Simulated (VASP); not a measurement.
Runs of VASP 6.6.1 on Zn. The structure is that of space group P6_3/mmc (No. 194), or close to it. The cells are those of the table. 

```tsv
task	cell	cutoff (eV)	smearing	gap on the mesh (eV)	pressure (GPa)	relaxed volume (Å³/atom)
relaxation of cell and atoms	relaxed from a = 2.670, b = 2.670, c = 4.966 Å, angles 90.0, 90.0, 120.0°, 2 atoms	600	gaussian 0.1 eV	none	0.0	14.29
single point	a = 2.596, b = 2.596, c = 4.771 Å, angles 90.0, 90.0, 120.0°, 2 atoms	520	fermi-dirac 0.15 eV	none	2.2	-
relaxation of shape and atoms at fixed volume	relaxed from a = 2.586, b = 2.586, c = 4.811 Å, angles 90.0, 90.0, 120.0°, 2 atoms	600	fermi-dirac 0.15 eV	none	1.9	-
single point	a = 2.592, b = 2.592, c = 4.898 Å, angles 90.0, 90.0, 120.0°, 2 atoms	520	gaussian 0.1 eV	none	0.9	-
single point	a = 2.603, b = 2.603, c = 4.843 Å, angles 90.0, 90.0, 120.0°, 2 atoms	520	fermi-dirac 0.15 eV	none	(b)	-
single point	a = 2.608, b = 2.608, c = 4.922 Å, angles 90.0, 90.0, 120.0°, 2 atoms	520	fermi-dirac 0.15 eV	none	(a)	-
relaxation of cell and atoms	relaxed from a = 2.592, b = 2.592, c = 4.898 Å, angles 90.0, 90.0, 120.0°, 2 atoms	600	fermi-dirac 0.15 eV	none	0.0	14.26
```

Alike in all rows: level PBEsol; potentials or basis VASP PAW PBE potentials, release 64 (Zn); no spin polarisation; k mesh 18 × 18 × 8.

Q: Fill in the values left out.

A: (a) -1.0; (b) 0.5.

Caveats: the PAW data sets were made with another functional, which shifts forces and pressure a little.

A gap of «none» marks levels without a gap at the run's occupations.
